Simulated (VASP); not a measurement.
# HgTe (F-43m) in VASP: further runs, part 2 of 2

VASP 6.6.1. Earlier steps stand in the parts before.

## Step 3: Vibrations by perturbation theory, LDA

This run uses another cell than the first one, of 30.19 Å³/atom.

INCAR

```
  ALGO = Normal
  EDIFF = 1E-8
  ENCUT = 520
  GGA = CA
  IBRION = 8
  ISIF = 2
  ISMEAR = -1
  LASPH = T
  LCHARG = F
  LREAL = F
  LWAVE = F
  NBANDS = 16
  NELM = 100
  NSW = 1
  PREC = Accurate
  SIGMA = 0.15
```

KPOINTS

```
k-points
0
Gamma
  12 12 12
```

POSCAR

```
HgTe
1.0
    0.0000000000      3.1138156979      3.1138156979
    3.1138156979      0.0000000000      3.1138156979
    3.1138156979      3.1138156979      0.0000000000
Hg Te
1 1
Direct
    0.0000000000      0.0000000000      0.0000000000
    0.7500000000      0.7500000000      0.7500000000
```

Potentials or basis: VASP PAW LDA potentials, release 64 (Hg, Te).

On the command line:

```bash
$ cat potpaw_LDA.64/Hg/POTCAR potpaw_LDA.64/Te/POTCAR > POTCAR
$ mpirun -np 1 vasp_std > vasp.out
```

OUTCAR:

```text
EDIFF = 1E-8
   ENCUT = 520
   GGA = CA
   IBRION = 8
   ISIF = 2
   ISMEAR = -1
   LASPH = T
   LREAL = F
   NELM = 100
   NSW = 1
   PREC = Accurate

 ion  position               nearest neighbor table
   1  0.000  0.000  0.000-   2 2.70   2 2.70   2 2.70   2 2.70
   2  0.750  0.750  0.750-   1 2.70   1 2.70   1 2.70   1 2.70

  LATTYP: Found a face centered cubic cell.
 ALAT       =     6.2276313958

  Lattice vectors:

 A1 = (   0.0000000000,   3.1138156979,   3.1138156979)
 A2 = (   3.1138156979,   0.0000000000,   3.1138156979)
 A3 = (   3.1138156979,   3.1138156979,   0.0000000000)

Analysis of symmetry for initial positions (statically):
=====================================================================
 Subroutine PRICEL returns:
 Original cell was already a primitive cell.

 Routine SETGRP: Setting up the symmetry group for a
 face centered cubic supercell.

 Subroutine GETGRP returns: Found 24 space group operations
 (whereof 24 operations were pure point group operations)
 out of a pool of 48 trial point group operations.

The static configuration has the point symmetry T_d .

Analysis of symmetry for dynamics (positions and initial velocities):
=====================================================================
 Subroutine PRICEL returns:
 Original cell was already a primitive cell.

 Routine SETGRP: Setting up the symmetry group for a
 face centered cubic supercell.

 Subroutine GETGRP returns: Found 24 space group operations
 (whereof 24 operations were pure point group operations)
 out of a pool of 48 trial point group operations.

The dynamic configuration has the point symmetry T_d .

 Subroutine INISYM returns: Found 24 space group operations
 (whereof 24 operations are pure point group operations),
 and found     1 'primitive' translations

----------------------------------------------------------------------------------------

                                     Primitive cell

  volume of cell :      60.3822

  direct lattice vectors                    reciprocal lattice vectors
     0.000000000  3.113815698  3.113815698    -0.160574693  0.160574693  0.160574693
     3.113815698  0.000000000  3.113815698     0.160574693 -0.160574693  0.160574693
     3.113815698  3.113815698  0.000000000     0.160574693  0.160574693 -0.160574693

  length of vectors
     4.403600391  4.403600391  4.403600391     0.278123527  0.278123527  0.278123527

  position of ions in fractional coordinates (direct lattice)
     0.000000000  0.000000000  0.000000000
     0.750000000  0.750000000  0.750000000

  ion indices of the primitive-cell ions
   primitive index   ion index
                 1           1
                 2           2

[... 126 lines left out ...]
 Fermi energy:         4.4377291782

 k-point     1 :       0.0000    0.0000    0.0000
  band No.  band energies     occupation
      1      -8.7357      2.00000
      2      -3.9149      2.00000
      3      -3.9149      2.00000
      4      -3.9149      2.00000
      5      -3.2354      2.00000
      6      -3.2354      2.00000
[... 433 lines left out ...]
      3      -3.6989      2.00000
      4      -3.2701      2.00000
      5      -3.2237      2.00000
      6      -2.8712      2.00000
[... 8 lines left out ...]
     15      13.5330      0.00000
     16      13.7127      0.00000

 [... further k-points ...]

------------------------ aborting loop because EDIFF is reached ----------------------------------------

  FORCE on cell =-STRESS in cart. coord.  units (eV):
  Direction    XX          YY          ZZ          XY          YZ          ZX
  --------------------------------------------------------------------------------------
  -------------------------------------------------------------------------------------
  Total        2.4209546      2.4209546      2.4209546      0.0000000      0.0000000     -0.0000000
  in kB       64.2374825     64.2374825     64.2374825      0.0000000      0.0000000     -0.0000000
  external PRESSURE =      64.2374825 kB  Pullay stress =       0.0000000 kB

 VOLUME and BASIS-vectors are now :
 -----------------------------------------------------------------------------
  energy-cutoff  :      520.00
  volume of cell :       60.38
      direct lattice vectors                 reciprocal lattice vectors
     0.000000000  3.113815698  3.113815698    -0.160574693  0.160574693  0.160574693
     3.113815698  0.000000000  3.113815698     0.160574693 -0.160574693  0.160574693
     3.113815698  3.113815698  0.000000000     0.160574693  0.160574693 -0.160574693

 POSITION                                       TOTAL-FORCE (eV/Angst)
 -----------------------------------------------------------------------------------
      0.00000      0.00000      0.00000        -0.000000     -0.000000     -0.000000
      4.67072      4.67072      4.67072         0.000000      0.000000      0.000000
 -----------------------------------------------------------------------------------
    total drift:                                0.000000      0.000000      0.000000

  FREE ENERGIE OF THE ION-ELECTRON SYSTEM (eV)
  ---------------------------------------------------
  free  energy   TOTEN  =        -4.9198802306 eV

  energy  without entropy=       -4.9144200897  energy(sigma->0) =       -4.91715016

[... ionic steps 2 to 3 ...]

--------------------------------------- Ionic step        4  -------------------------------------------

------------------------ aborting loop because EDIFF is reached ----------------------------------------

[... ionic steps 5 to 6 ...]

--------------------------------------- Ionic step        7  -------------------------------------------

 Free energy of the ion-electron system (eV)
  ---------------------------------------------------
  ---------------------------------------------------
  free energy    TOTEN  =        -0.04818473 eV

  energy without entropy =       -0.04818473

------------------------ aborting loop because EDIFF is reached ----------------------------------------

 INTERNAL STRAIN TENSOR  FOR ION    2  DIRECTION 1   (eV/Angst):
 -----------------------------------------------------------------------------
     0.00025  0.00000  0.00000
     0.00000  0.00428  9.95736
     0.00000  9.95736  0.00428

 INTERNAL STRAIN TENSOR FOR ION    2 for displacements in x,y,z  (eV/Angst):
          X           Y           Z          XY          YZ          ZX
  --------------------------------------------------------------------------------
  x    -0.00000    -0.00000    -0.00000     0.00000     9.95736     0.00000
  y     0.00000     0.00000     0.00000     0.00000     0.00000     9.95736
  z    -0.00000    -0.00000    -0.00000     9.95736     0.00000     0.00000

 SECOND DERIVATIVES (NOT SYMMETRIZED)
 ------------------------------------
               1X          1Y          1Z          2X          2Y          2Z
  1X    -6.093774    0.000000    0.000000    6.093774    0.000000    0.000000
  1Y     0.000000   -6.093774    0.000000    0.000000    6.093774    0.000000
  1Z     0.000000    0.000000   -6.093774    0.000000    0.000000    6.093774
  2X     6.090812    0.000000    0.000000   -6.090812    0.000000    0.000000
  2Y     0.000000    6.090812    0.000000    0.000000   -6.090812    0.000000
  2Z     0.000000    0.000000    6.090812    0.000000    0.000000   -6.090812

 Eigenvectors and eigenvalues of the dynamical matrix
 ----------------------------------------------------

   1 f  =    4.369302 THz    27.453135 2PiTHz  145.744229 cm-1    18.069973 meV
             X         Y         Z           dx          dy          dz
      0.000000  0.000000  0.000000     0.000000    0.623630    0.000000
      4.670724  4.670724  4.670724     0.000000   -0.781719    0.000000
[... 21 lines left out ...]
   6 f/i=    0.000518 THz     0.003254 2PiTHz    0.017277 cm-1     0.002142 meV
             X         Y         Z           dx          dy          dz
      0.000000  0.000000  0.000000     0.000000    0.000000    0.781719
      4.670724  4.670724  4.670724     0.000000    0.000000    0.623630

--------------------------------------------------------------------------------------------------------

 ELASTIC MODULI CONTR FROM IONIC RELAXATION (kBar)
 Direction    XX          YY          ZZ          XY          YZ          ZX
 --------------------------------------------------------------------------------
 XX          -0.0000     -0.0000     -0.0000      0.0000      0.0000     -0.0000
 YY          -0.0000     -0.0000     -0.0000      0.0000      0.0000      0.0000
 ZZ          -0.0000     -0.0000     -0.0000      0.0000      0.0000     -0.0000
 XY           0.0000      0.0000      0.0000   -447.6241     -0.0000      0.0000
 YZ           0.0000      0.0000      0.0000     -0.0000   -447.6241      0.0000
 ZX          -0.0000      0.0000     -0.0000      0.0000      0.0000   -447.6241
 --------------------------------------------------------------------------------
```

OSZICAR:

```text
N       E                     dE             d eps       ncg     rms          rms(c)
DAV:   1     0.108499090098E+03    0.10850E+03   -0.82378E+03  2320   0.989E+02
DAV:   2    -0.148054651078E+01   -0.10998E+03   -0.10288E+03  2632   0.236E+02
DAV:   3    -0.514253568051E+01   -0.36620E+01   -0.36516E+01  2904   0.444E+01
DAV:   4    -0.517548311711E+01   -0.32947E-01   -0.32945E-01  3248   0.388E+00
[... 36 lines left out ...]
RMM:   5    -0.481876400872E-01   -0.32349E-05   -0.10382E-06 15276   0.569E-03    0.363E-03
RMM:   6    -0.481868272585E-01    0.81283E-06   -0.40647E-08 15310   0.139E-03    0.172E-03
RMM:   7    -0.481847421216E-01    0.20851E-05   -0.17191E-08 15281   0.542E-04    0.614E-04
RMM:   8    -0.481847310624E-01    0.11059E-07   -0.67637E-09 15549   0.167E-04    0.153E-04
RMM:   9    -0.481847300018E-01    0.10607E-08   -0.86939E-09 15389   0.442E-05    0.115E-05
 Linear response finished
```

Wall time 17 min (1 thread of Intel Xeon Platinum 8259CL at 2.50GHz (Skylake/Cascade Lake), shared host); peak memory 0.67 GiB.

What came out:

```
Highest phonon frequency at Γ, LO-TO splitting left out : 146 cm⁻¹
```

Phonon frequencies in cm⁻¹ (negative: imaginary):
| q point | frequencies |
| --- | --- |
| (0.000, 0.000, 0.000) | 0 0 0 146 146 146 |

Caveat: the cell stands under pressure or tension, which shifts response properties; spin-orbit coupling is left out, which moves the levels of the heavy elements.
